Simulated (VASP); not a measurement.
Wanted: the native input for a VASP 6.6.1 run.

| Item | Value |
| --- | --- |
| Task | single point |
| Functional | PBE |
| Potentials or basis | VASP PAW PBE potentials, release 64 (Mn_pv, O) |
| Cutoff | 600 eV |
| k mesh | 12 × 12 × 8 |
| Occupations | gaussian, width 0.05 eV |
| Spin | collinear spin, antiferromagnetic start |
| Starting moments | [4.34, -4.34, 0.0, 0.0] μB |
| Dipole correction | no |
| Further INCAR settings | ALGO = Normal; EDIFF = 1e-06; NBANDS = 31 |

The structure of MnO lies in POSCAR:

```
MnO
1.0
    3.0779632574      0.0000000000      0.0000000000
   -1.5389816287      2.6655943729      0.0000000000
    0.0000000000      0.0000000000      5.2995560115
Mn O
2 2
Direct
    0.0000000000      0.0000000000      0.0000000000
    0.0000000000      0.0000000000      0.5000000000
    0.3333333333      0.6666666667      0.2499993605
    0.6666666667      0.3333333333      0.7500006395
```

These files were run (other wordings do the same):

INCAR

```
SYSTEM = MnO
ALGO     = Normal         ! electronic algorithm
EDIFF    = 1E-6           ! SCF threshold, eV
ENCUT    = 600            ! plane-wave cutoff, eV
GGA      = PE             ! functional
GGA_COMPAT= .FALSE.      
ISIF     = 2              ! what is computed and relaxed
ISMEAR   = 0              ! smearing method
ISPIN    = 2              ! spin polarisation
LASPH    = .TRUE.         ! aspherical terms in the spheres
LCHARG   = .FALSE.        ! write CHGCAR
LMAXMIX  = 4              ! l up to which the mixer works
LORBIT   = 11             ! projections on sites
LREAL    = .FALSE.        ! projectors in reciprocal space
LWAVE    = .FALSE.        ! write WAVECAR
MAGMOM   = 4.34 -4.34 0 0 ! initial moments
NBANDS   = 31             ! bands
NELM     = 200            ! most SCF steps
PREC     = Accurate       ! precision mode
SIGMA    = 0.05           ! smearing width, eV
```

KPOINTS

```
k-points
0
G
  12 12 8
  0 0 0
```

Potentials or basis: VASP PAW PBE potentials, release 64 (Mn_pv, O).

Run with:

```sh
$ cat potpaw_PBE.64/Mn_pv/POTCAR potpaw_PBE.64/O/POTCAR > POTCAR
$ mpirun -np 1 vasp_std > vasp.out
```

Results of the run:

```json
{
 "Pressure": "-0.1 GPa",
 "Band gap on the k mesh": "0.88 eV, direct",
 "Net moment": "0.00 μB per cell",
 "Site moments": "Mn +4.22, -4.22; O +0.00 μB",
 "Valence electrons inside the program's atomic spheres": "Mn 11.41; O 4.97"
}
```

Wall time 8.9 min on 1 thread of Intel Xeon 8259CL, on a shared host, peak memory 0.35 GiB.
